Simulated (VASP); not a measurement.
# Al4RePb2 (P4/mmm) in VASP: further runs

Al4RePb2 is run at these levels: PBE; tasks: single point.

Program: VASP 6.6.1. These are calculated values, not measurements. Logs are shortened: lines on timing, memory, paths and dates and some standing lists are left out, and cuts for length are marked.

**1. The cell of the first run**

The structure is tetragonal, space group P4/mmm (No. 123). Conventional cell: a = 6.453 Å, b = 6.453 Å, c = 3.753 Å, α = 90.00°, β = 90.00°, γ = 90.00°. Within 2.8 Å of Al (site symmetry m2m) lie 1 Re at 2.13 Å. Re (site symmetry 4/mmm) has 4 Al at 2.13 Å within 2.8 Å. Pb (site symmetry mmm) has 8 Al at 2.96 Å and 4 Re at 3.73 Å and 2 Pb at 3.75 Å within 3.9 Å.

**2. Single point, PBE**

The input, INCAR:

```
SYSTEM = Al4RePb2
ALGO = Fast
EDIFF = 1E-6
ENCUT = 520
GGA = PE
ISIF = 2
ISMEAR = 0
LASPH = .True.
LCHARG = .False.
LREAL = .False.
LWAVE = .False.
NBANDS = 32
NELM = 100
PREC = Accurate
SIGMA = 0.1
```

The input, KPOINTS:

```
k-points
0
Gamma
  4 4 6
  0 0 0
```

The input, POSCAR:

```
Al4RePb2
1.0
    6.4528850795      0.0000000000      0.0000000000
    0.0000000000      6.4528850795      0.0000000000
    0.0000000000      0.0000000000      3.7529331634
Al Re Pb
4 1 2
Direct
    0.2332300000      0.2332300000      0.0000000000
    0.7667700000      0.2332300000      0.0000000000
    0.7667700000      0.7667700000      0.0000000000
    0.2332300000      0.7667700000      0.0000000000
    0.0000000000      0.0000000000      0.0000000000
    0.5000000000      0.0000000000      0.5000000000
    0.0000000000      0.5000000000      0.5000000000
```

Potentials or basis: VASP PAW PBE potentials, release 64 (Al, Re, Pb_d).

Run with:

```
> cat potpaw_PBE.64/Al/POTCAR potpaw_PBE.64/Re/POTCAR potpaw_PBE.64/Pb_d/POTCAR > POTCAR
> mpirun -np 1 vasp_std > vasp.out
```

OUTCAR:

```text
SYSTEM = Al4RePb2
   EDIFF = 1E-6
   ENCUT = 520
   GGA = PE
   ISIF = 2
   ISMEAR = 0
   LASPH = .True.
   LREAL = .False.
   NELM = 100
   PREC = Accurate

 ion  position               nearest neighbor table
   1  0.233  0.233  0.000-   5 2.13   6 2.96   7 2.96   6 2.96   7 2.96   4 3.01   2 3.01
   2  0.767  0.233  0.000-   5 2.13   6 2.96   7 2.96   6 2.96   7 2.96   3 3.01   1 3.01
   3  0.767  0.767  0.000-   5 2.13   6 2.96   7 2.96   6 2.96   7 2.96   4 3.01   2 3.01
   4  0.233  0.767  0.000-   5 2.13   6 2.96   7 2.96   6 2.96   7 2.96   3 3.01   1 3.01
   5  0.000  0.000  0.000-   1 2.13   2 2.13   3 2.13   4 2.13   6 3.73   7 3.73   6 3.73   7 3.73
                             7 3.73   7 3.73   6 3.73   6 3.73
   6  0.500  0.000  0.500-   1 2.96   2 2.96   3 2.96   4 2.96   1 2.96   2 2.96   3 2.96   4 2.96
                             5 3.73   5 3.73   5 3.73   5 3.73
   7  0.000  0.500  0.500-   1 2.96   2 2.96   3 2.96   4 2.96   1 2.96   2 2.96   3 2.96   4 2.96
                             5 3.73   5 3.73   5 3.73   5 3.73

  LATTYP: Found a simple tetragonal cell.
 ALAT       =     6.4528850795
 C/A-ratio  =     0.5815899582

  Lattice vectors:

 A1 = (   6.4528850795,   0.0000000000,   0.0000000000)
 A2 = (   0.0000000000,   6.4528850795,   0.0000000000)
 A3 = (   0.0000000000,   0.0000000000,   3.7529331634)

Analysis of symmetry for initial positions (statically):
=====================================================================
 Subroutine PRICEL returns:
 Original cell was already a primitive cell.

 Routine SETGRP: Setting up the symmetry group for a
 simple tetragonal supercell.

 Subroutine GETGRP returns: Found 16 space group operations
 (whereof 16 operations were pure point group operations)
 out of a pool of 16 trial point group operations.

The static configuration has the point symmetry D_4h.

Analysis of symmetry for dynamics (positions and initial velocities):
=====================================================================
 Subroutine PRICEL returns:
 Original cell was already a primitive cell.

 Routine SETGRP: Setting up the symmetry group for a
 simple tetragonal supercell.

 Subroutine GETGRP returns: Found 16 space group operations
 (whereof 16 operations were pure point group operations)
 out of a pool of 16 trial point group operations.

The dynamic configuration has the point symmetry D_4h.

 Subroutine INISYM returns: Found 16 space group operations
 (whereof 16 operations are pure point group operations),
 and found     1 'primitive' translations

----------------------------------------------------------------------------------------

                                     Primitive cell

  volume of cell :     156.2711

  direct lattice vectors                    reciprocal lattice vectors
     6.452885079  0.000000000  0.000000000     0.154969442  0.000000000  0.000000000
     0.000000000  6.452885079  0.000000000     0.000000000  0.154969442  0.000000000
     0.000000000  0.000000000  3.752933163     0.000000000  0.000000000  0.266458249

  length of vectors
     6.452885079  6.452885079  3.752933163     0.154969442  0.154969442  0.266458249

  position of ions in fractional coordinates (direct lattice)
     0.233230000  0.233230000  0.000000000
     0.766770000  0.233230000  0.000000000
     0.766770000  0.766770000  0.000000000
     0.233230000  0.766770000  0.000000000
     0.000000000  0.000000000  0.000000000
     0.500000000  0.000000000  0.500000000
     0.000000000  0.500000000  0.500000000

  ion indices of the primitive-cell ions
   primitive index   ion index
                 1           1
                 2           2
                 3           3
                 4           4
                 5           5
                 6           6
                 7           7

----------------------------------------------------------------------------------------

 KPOINTS: k-points

Automatic generation of k-mesh.
 Grid dimensions read from file:
 generate k-points for:    4    4    6

 Generating k-lattice:

  Cartesian coordinates                     Fractional coordinates (reciprocal lattice)
     0.038742360  0.000000000  0.000000000     0.250000000  0.000000000  0.000000000
     0.000000000  0.038742360  0.000000000     0.000000000  0.250000000  0.000000000
     0.000000000  0.000000000  0.044409708     0.000000000  0.000000000  0.166666667

  Length of vectors
     0.038742360  0.038742360  0.044409708

  Shift w.r.t. Gamma in fractional coordinates (k-lattice)
     0.000000000  0.000000000  0.000000000

 Subroutine IBZKPT returns following result:
 ===========================================

 Found     24 irreducible k-points:

 Following reciprocal coordinates:
            Coordinates               Weight
  0.000000  0.000000  0.000000      1.000000
  0.250000  0.000000  0.000000      4.000000
  0.500000  0.000000  0.000000      2.000000
  0.250000  0.250000  0.000000      4.000000
  0.500000  0.250000  0.000000      4.000000
  0.500000  0.500000  0.000000      1.000000
[... 16 lines left out ...]
  0.500000  0.250000  0.500000      4.000000
  0.500000  0.500000  0.500000      1.000000
   k-points           NKPTS =     24   k-points in BZ     NKDIM =     24   number of bands    NBANDS=     32
   number of dos      NEDOS =    301   number of ions     NIONS =      7
   total plane-waves  NPLWV =  64512
   dimension x,y,z NGX =    48 NGY =   48 NGZ =   28
   dimension x,y,z NGXF=    96 NGYF=   96 NGZF=   56
   ions per type =               4   1   2
   NGX,Y,Z   is equivalent  to a cutoff of  12.37, 12.37, 12.40 a.u.
   NGXF,Y,Z  is equivalent  to a cutoff of  24.73, 24.73, 24.81 a.u.
 SYSTEM =  Al4RePb2
   PREC   = accura    normal or accurate (medium, high low for compatibility)
   ISTART =      0    job   : 0-new  1-cont  2-samecut
   ICHARG =      2    charge: 1-file 2-atom 10-const
   ISPIN  =      1    spin polarized calculation?
   LNONCOLLINEAR =      F non collinear calculations
   LSORBIT =      F    spin-orbit coupling
   LASPH  =      T    aspherical Exc in radial PAW
   ENCUT  =  520.0 eV  38.22 Ry    6.18 a.u.  12.00 12.00  6.98*2*pi/ulx,y,z
   NELM   =    100;   NELMIN=  2; NELMDL= -5     # of ELM steps
   EDIFF  = 0.1E-05   stopping-criterion for ELM
   LREAL  =      F    real-space projection
   EDIFFG = 0.1E-04   stopping-criterion for IOM
   NSW    =      0    number of steps for IOM
   IBRION =     -1    ionic relax: 0-MD 1-quasi-New 2-CG
   NFREE  =      0    steps in history (QN), initial steepest desc. (CG)
   ISIF   =      2    stress and relaxation
   ISYM   =      2    0-nonsym 1-usesym 2-fastsym
   POTIM  = 0.5000    time-step for ionic-motion
   TEBEG  =    0.0;   TEEND  =   0.0 temperature during run
   PSTRESS=    0.0 pullay stress
   NELECT =      47.0000    total number of electrons
   NUPDOWN=      -1.0000    fix difference up-down
   EMIN   =  10.00;   EMAX   =-10.00  energy-range for DOS
   EFERMI =   0.00;   METHOD = LEGACY
   ISMEAR =     0;   SIGMA  =   0.10  broadening in eV -4-tet -1-fermi 0-gaus
   EFERMI_NEDOS =   21; number of points for ismear=-14 and -15
   IALGO  =     68    algorithm
   IMIX   =      4    mixing-type and parameters
     AMIX     =   0.40;   BMIX     =  1.00
     AMIX_MAG =   1.60;   BMIX_MAG =  1.00
  volume/ion in A,a.u.               =      22.32       150.65
  Fermi-wavevector in a.u.,A,eV,Ry     =   1.096852  2.072749 16.368945  1.203084
  Thomas-Fermi vector in A             =   2.233201
   LORBIT       =      0    0 simple, 1 ext, 2 COOP (PROOUT), +10 PAW based schemes
   GGA     = PE    functional components
   LHFCALC =     F    Hartree Fock is set to
   AEXX    =    0.0000 exact exchange contribution
   IVDW    =     0    specifies the selected vdW correction
   LEPSILON=     F    determine dielectric tensor
   LRPA    =     F    only Hartree local field effects (RPA)
 non-spin polarized calculation
 RMM-DIIS sequential band-by-band and
 Gauss-broadening in eV      SIGMA  =   0.10
  energy-cutoff  :      520.00
  volume of cell :      156.27
 maximum number of plane-waves:      4232
 NGX is ok and might be reduce to    48
   NGX = 23   NGY = 23   NGZ = 13

 number of electron      47.0000021 magnetization

 Free energy of the ion-electron system (eV)
  ---------------------------------------------------
  ext. energy  EPLUGINS =         0.00000000
  ---------------------------------------------------
  free energy    TOTEN  =       -25.77964523 eV

  energy without entropy =      -25.76810007  energy(sigma->0) =      -25.77387265

 E-fermi :   6.4338     XC(G=0):  -9.9339

 val. band max:        6.4328484167   @ k =   0.5000   0.2500   0.5000
 cond. band min:       6.4555638837   @ k =   0.2500   0.0000   0.5000
 fundamental gap:      0.0227154669
 Fermi energy:         6.4338424044

 k-point     1 :       0.0000    0.0000    0.0000
  band No.  band energies     occupation
      1     -10.7172      2.00000
      2     -10.7059      2.00000
      3     -10.6672      2.00000
      4     -10.6672      2.00000
      5     -10.6553      2.00000
      6     -10.6021      2.00000
[... 24 lines left out ...]
     31      11.3550      0.00000
     32      11.4371      0.00000

 k-point     2 :       0.2500    0.0000    0.0000
  band No.  band energies     occupation
      1     -10.7155      2.00000
      2     -10.7075      2.00000
      3     -10.6671      2.00000
      4     -10.6668      2.00000
      5     -10.6476      2.00000
      6     -10.6101      2.00000
[... 24 lines left out ...]
     31      11.1676      0.00000
     32      11.5277      0.00000
[... 733 lines left out ...]
     31      10.0230      0.00000
     32      10.0521      0.00000

 k-point    24 :       0.5000    0.5000    0.5000
  band No.  band energies     occupation
      1     -10.7612      2.00000
      2     -10.7356      2.00000
      3     -10.6788      2.00000
      4     -10.6576      2.00000
      5     -10.6208      2.00000
      6     -10.6208      2.00000
[... 24 lines left out ...]
     31       9.2888      0.00000
     32       9.5197      0.00000

------------------------ aborting loop because EDIFF is reached ----------------------------------------

  FORCE on cell =-STRESS in cart. coord.  units (eV):
  Direction    XX          YY          ZZ          XY          YZ          ZX
  --------------------------------------------------------------------------------------
  -------------------------------------------------------------------------------------
  Total       25.2758710     25.2758710      5.3378589      0.0000000     -0.0000000     -0.0000000
  in kB      259.1421277    259.1421277     54.7266651      0.0000000     -0.0000000     -0.0000000
  external PRESSURE =     191.0036401 kB  Pullay stress =       0.0000000 kB

 VOLUME and BASIS-vectors are now :
 -----------------------------------------------------------------------------
  energy-cutoff  :      520.00
  volume of cell :      156.27
      direct lattice vectors                 reciprocal lattice vectors
     6.452885079  0.000000000  0.000000000     0.154969442  0.000000000  0.000000000
     0.000000000  6.452885079  0.000000000     0.000000000  0.154969442  0.000000000
     0.000000000  0.000000000  3.752933163     0.000000000  0.000000000  0.266458249

 POSITION                                       TOTAL-FORCE (eV/Angst)
 -----------------------------------------------------------------------------------
      1.50501      1.50501      0.00000         4.083560      4.083560      0.000000
      4.94788      1.50501      0.00000        -4.083560      4.083560      0.000000
      4.94788      4.94788      0.00000        -4.083560     -4.083560      0.000000
      1.50501      4.94788      0.00000         4.083560     -4.083560     -0.000000
      0.00000      0.00000      0.00000         0.000000     -0.000000      0.000000
      3.22644      0.00000      1.87647         0.000000     -0.000000      0.000000
      0.00000      3.22644      1.87647         0.000000     -0.000000      0.000000
 -----------------------------------------------------------------------------------
    total drift:                               -0.000000      0.000000     -0.000000

  FREE ENERGIE OF THE ION-ELECTRON SYSTEM (eV)
  ---------------------------------------------------
  free  energy   TOTEN  =       -25.7796452313 eV

  energy  without entropy=      -25.7681000660  energy(sigma->0) =      -25.77387265
```

Run time: 4.3 min. Hardware: 1 thread of Oxide Virtual Turin-like, shared host; peak memory 0.27 GiB.

What came out:

| Quantity | Value |
| --- | --- |
| Free energy | -25.7796 eV |
| Pressure | 19.1 GPa |
| Largest force | 5.775 eV/Å |
| Band gap on the k mesh | zero (an odd number of electrons rules out a gap without spin polarisation) |

Forces in eV/Å, atoms in the order of the input:
```
Al   4.084  4.084  0.000
Al  -4.084  4.084  0.000
Al  -4.084 -4.084  0.000
Al   4.084 -4.084  0.000
Re   0.000  0.000  0.000
Pb   0.000  0.000  0.000
Pb   0.000  0.000  0.000
```

Caveat: the stress differs along the axes, from 5 to 26 GPa; spin-orbit coupling is left out, which moves the levels of the heavy elements; forces of over 1 eV/Å act on the atoms, so gaps and moduli don't describe the material at rest.

(Continued in part 2 of 2.)

The gap in the log of VASP goes by the Fermi energy; the results here count the filled bands.